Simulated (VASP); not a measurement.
# LiF: single point with r2SCAN

The system is LiF.

```
Li F
1.0
     0.00000    2.00380    2.00380
     2.00380    0.00000    2.00380
     2.00380    2.00380    0.00000
Li F
1 1
Cartesian
  0.0000 0.0000 0.0000
  2.0038 2.0038 2.0038
```

```yaml
Program: VASP 6.6.1
Task: single point
Functional: r2SCAN
Potentials_or_basis: VASP PAW PBE potentials, release 64 (Li_sv, F)
Cutoff: 520 eV
k_mesh: 10 × 10 × 10
Occupations: fermi-dirac, width 0.05 eV
Spin: no spin polarisation
Dipole_correction: no
Further_INCAR_settings: ALGO = Normal; EDIFF = 1e-07; NBANDS = 12
```

```
Band gap on the k mesh : 10.43 eV, direct
```

Levels at points of the mesh, in eV from the valence-band top:
| k point | band 2 | band 3 | band 4 | band 5 | band 6 | band 7 | band 8 | band 9 |
| --- | --- | --- | --- | --- | --- | --- | --- | --- |
| (0.00, 0.00, 0.00) | -21.14 | 0.00 | 0.00 | 0.00 | 10.43 | 25.63 | 25.63 | 25.64 |
| (0.50, 0.00, 0.00) | -20.71 | -2.53 | -0.25 | -0.25 | 11.92 | 18.33 | 20.57 | 20.57 |
| (0.50, 0.50, 0.00) | -20.44 | -3.07 | -1.03 | -1.03 | 16.21 | 17.52 | 19.32 | 22.11 |

It took 17 s on 1 thread of Intel(R) Xeon(R) 6975P-C (Granite Rapids) (shared host), peak memory 0.13 GiB.

Caveat: the PAW data sets were made with another functional, which shifts forces and pressure a little. r2SCAN opens gaps a little over a GGA but as a rule still falls short of measured ones.
